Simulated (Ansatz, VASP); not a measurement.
**BaTiO3 in VASP and in Ansatz**

Contents of INCAR:

```
PREC     = Accurate       # precision mode
ENCUT    = 520            # plane-wave cutoff, eV
EDIFF    = 1E-6           # SCF threshold, eV
ISMEAR   = 0              # smearing method
SIGMA    = 0.01           # smearing width, eV
LREAL    = F              # projectors in reciprocal space
LASPH    = T              # aspherical terms in the spheres
NELM     = 150            # most SCF steps
ALGO     = Normal         # electronic algorithm
ISIF     = 2              # what is computed and relaxed
LWAVE    = F              # write WAVECAR
LCHARG   = F              # write CHGCAR
LMAXMIX  = 4              # l up to which the mixer works
LDAU     = T              # DFT+U
LDAUTYPE = 2            
LDAUL    = -1 2 -1        # shell
LDAUU    = 0 1 0          # U, eV
LDAUJ    = 0 0 0        
LDAUPRINT= 1            
GGA      = PS             # functional
IVDW     = 13             # dispersion correction
NBANDS   = 28             # bands
```

KPOINTS

```
Automatic mesh
0
Gamma
  4 4 4
```

POSCAR

```
BaTiO3
1.0
    3.9998000000      0.0000000000      0.0000000000
    0.0000000000      3.9998000000      0.0000000000
    0.0000000000      0.0000000000      4.0180000000
Ba Ti O
1 1 3
Direct
    0.0000000000      0.0000000000      0.0000000000
    0.5000000000      0.5000000000      0.4900000000
    0.5000000000      0.5000000000      0.0190000000
    0.5000000000      0.0000000000      0.5170000000
    0.0000000000      0.5000000000      0.5170000000
```

Input for Ansatz:

```yaml
crystal:
  lattice:
    - [3.9998, 0.0, 0.0]
    - [0.0, 3.9998, 0.0]
    - [0.0, 0.0, 4.018]
  atoms:
    - { symbol: Ba, position: [0.0, 0.0, 0.0] }
    - { symbol: Ti, position: [0.5, 0.5, 0.49000000000000005] }
    - { symbol: O, position: [0.5, 0.5, 0.019] }
    - { symbol: O, position: [0.5, 0.0, 0.517] }
    - { symbol: O, position: [0.0, 0.5, 0.517] }
basis:
  ecutwfc: 420.0
kpoints:
  mp_grid:
    grid: [4, 4, 4]
hamiltonian:
  xc: pbesol
  dispersion: d4
  hubbard:
    - { species: Ti, l: d, u_eff: 1.0 }
scf:
  occupations:
    method: fixed
output:
  eigenvalues: true
```

Alike in both runs: task single point; functional PBEsol; dispersion D4; k mesh 4 × 4 × 4; no spin polarisation; Hubbard terms Ti d U = 1.0 eV.

|  | VASP | Ansatz |
| --- | --- | --- |
| version | VASP 6.6.1 | Ansatz 0.2.0 |
| potentials or method | VASP PAW PBE potentials, release 64 (Ba_sv, Ti_sv, O), cutoff 520 eV | plane waves, PAW |
| occupations | gaussian, width 0.01 eV | fixed |
| valence electrons in the cell | 40 | 40 |

|  | VASP | Ansatz | Ansatz less VASP |
| --- | --- | --- | --- |
| gap on the k mesh at the Fermi level (eV) | 1.83 | 1.88 | +0.058 |

VASP's potentials were made for PBE, not for PBEsol. The programs project onto different local orbitals, so the same U acts differently, and such runs can settle in different states.

Neither program's run includes spin-orbit coupling.
